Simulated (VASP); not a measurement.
Input of a VASP 6.6.1 run:

The input POSCAR:

```
CoO
1.0
    1.6022198400      0.9250420559      2.5664708900
   -1.6022198400      0.9250420559      2.5664708900
    0.0000000000     -1.8500841118      2.5664708900
Co O
1 1
Direct
    0.9989783200      0.9989783200      0.9989783200
    0.7510210300      0.7510210300      0.7510210300
```

Contents of INCAR.step1:

```
SYSTEM = CoO
ALGO     = Normal         ! electronic algorithm
EDIFF    = 1E-6           ! SCF threshold, eV
ENCUT    = 520            ! plane-wave cutoff, eV
GGA      = PS             ! functional
ISIF     = 2              ! what is computed and relaxed
ISMEAR   = 1              ! smearing method
ISPIN    = 2              ! spin polarisation
IVDW     = 13             ! dispersion correction
LASPH    = .TRUE.         ! aspherical terms in the spheres
LCHARG   = .TRUE.         ! write CHGCAR
LDAU     = .TRUE.         ! DFT+U
LDAUJ    = 0 0          
LDAUL    = 2 -1           ! shell
LDAUPRINT= 1            
LDAUTYPE = 2            
LDAUU    = 7 0            ! U, eV
LMAXMIX  = 4              ! l up to which the mixer works
LREAL    = .FALSE.        ! projectors in reciprocal space
LWAVE    = .FALSE.        ! write WAVECAR
MAGMOM   = 2 0            ! initial moments
NBANDS   = 18             ! bands
NELM     = 150            ! most SCF steps
PREC     = Accurate       ! precision mode
SIGMA    = 0.1            ! smearing width, eV
```

The input KPOINTS.step1:

```
k-points
0
G
  10 10 10
  0 0 0
```

File INCAR.step2:

```
SYSTEM = CoO
ALGO     = Normal         ! electronic algorithm
EDIFF    = 1E-6           ! SCF threshold, eV
ENCUT    = 520            ! plane-wave cutoff, eV
GGA      = PS             ! functional
ICHARG   = 11             ! starting density
ISIF     = 2              ! what is computed and relaxed
ISMEAR   = -5             ! smearing method
ISPIN    = 2              ! spin polarisation
IVDW     = 13             ! dispersion correction
LASPH    = .TRUE.         ! aspherical terms in the spheres
LCHARG   = .FALSE.        ! write CHGCAR
LDAU     = .TRUE.         ! DFT+U
LDAUJ    = 0 0          
LDAUL    = 2 -1           ! shell
LDAUPRINT= 1            
LDAUTYPE = 2            
LDAUU    = 7 0            ! U, eV
LMAXMIX  = 4              ! l up to which the mixer works
LORBIT   = 11             ! projections on sites
LREAL    = .FALSE.        ! projectors in reciprocal space
LWAVE    = .FALSE.        ! write WAVECAR
MAGMOM   = 2 0            ! initial moments
NEDOS    = 2001           ! points of the DOS
NELM     = 150            ! most SCF steps
PREC     = Accurate       ! precision mode
SIGMA    = 0.1            ! smearing width, eV
```

Contents of KPOINTS.step2:

```
k-points
0
G
  15 15 15
  0 0 0
```

Potentials or basis: VASP PAW PBE potentials, release 64 (Co, O).

The run is started by

```bash
$ cat potpaw_PBE.64/Co/POTCAR potpaw_PBE.64/O/POTCAR > POTCAR
$ cp INCAR.step1 INCAR
$ cp KPOINTS.step1 KPOINTS
$ mpirun -np 1 vasp_std > vasp.out
$ cp INCAR.step2 INCAR
$ cp KPOINTS.step2 KPOINTS
$ mpirun -np 1 vasp_std > vasp.out
```

(1) Predict the site moments.

(2) Estimate the dispersion energy per atom.

(3) Predict the net moment.

Results:

(1) Co +2.84; O +0.11 μB.

(2) -0.136 eV.

(3) 3.00 μB per cell.

Caveat: a cell with one magnetic atom can't hold antiferromagnetic order, which such compounds often take.
